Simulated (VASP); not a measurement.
Here is a VASP 6.6.1 calculation.

File INCAR:

```
ALGO = Normal ; EDIFF = 1E-6
ENCUT = 500 ; GGA = PE
GGA_COMPAT = F ; ISIF = 2
ISMEAR = 0 ; LASPH = T
LCHARG = F ; LREAL = F
LWAVE = F ; NBANDS = 36
NELM = 120 ; PREC = Accurate
SIGMA = 0.2
```

The input KPOINTS:

```
k-points
0
Gamma
  5 5 5
```

File POSCAR:

```
Si3Bi2Te2
1.0
    1.9637867640      1.1337928169     13.2677443855
   -1.9637867640      1.1337928169     13.2677443855
    0.0000000000     -2.2675856337     13.2677443855
Si Bi Te
3 2 2
Direct
    0.0000000000      0.0000000000      0.0000000000
    0.1544184266      0.1544184266      0.1544184266
    0.8455815734      0.8455815734      0.8455815734
    0.5632498468      0.5632498468      0.5632498468
    0.4367501532      0.4367501532      0.4367501532
    0.7079182082      0.7079182082      0.7079182082
    0.2920817918      0.2920817918      0.2920817918
```

Potentials or basis: VASP PAW PBE potentials, release 64 (Si, Bi_d, Te).

Run with:

```sh
$ cat potpaw_PBE.64/Si/POTCAR potpaw_PBE.64/Bi_d/POTCAR potpaw_PBE.64/Te/POTCAR > POTCAR
$ mpirun -np 1 vasp_std > vasp.out
```

(1) What does it give for the pressure?

(2) Estimate the largest force.

(3) Predict the band gap on the k mesh.

## Answers

(1) -0.1 GPa.

(2) 0.074 eV/Å.

(3) zero (bands 27 and 28 overlap by 1.19 eV).

Caveat: the k points lie up to 0.37 Å⁻¹ apart, too coarse for converged energies and pressures of a metal; spin-orbit coupling is left out, which moves the levels of the heavy elements.
